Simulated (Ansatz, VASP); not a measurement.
**One calculation of Ge3Pd, two programs**

```
Ge Pd
1.0
     4.02431    0.00000    0.00000
     0.00000    4.02431    0.00000
     0.00000    0.00000    3.98294
Ge Pd
3 1
Cartesian
  0.0000 2.0122 1.9915
  2.0122 0.0000 1.9915
  2.0122 2.0122 0.0000
  0.0000 0.0000 0.0000
```

Alike in both runs: task relaxation of cell and atoms; functional PBE; k mesh 4 × 4 × 4; occupations gaussian, width 0.1 eV; no spin polarisation.

```csv
,VASP,Ansatz
version,VASP 6.6.1,Ansatz 0.2.0
potentials or method,"VASP PAW PBE potentials, release 64 (Ge_d, Pd), cutoff 600 eV","scalar-relativistic, plane waves, PAW"
valence electrons in the cell,52,60
```

```csv
,VASP,Ansatz,Ansatz less VASP
"gap on the k mesh at the Fermi level, each at its own relaxed structure (eV)",none,none,-
relaxed volume (Å³/atom),17.72,17.70,-0.022
relaxed cell length with the largest relative difference (Å),4.152,4.150,-0.0023
```

A gap of «none» marks a metal or a gap that the smearing closes. VASP's potentials hold 52 valence electrons a cell and Ansatz's 60, so a difference there can come from the potentials and not from the codes.

The k mesh is coarse, so the values compare programs but aren't converged.
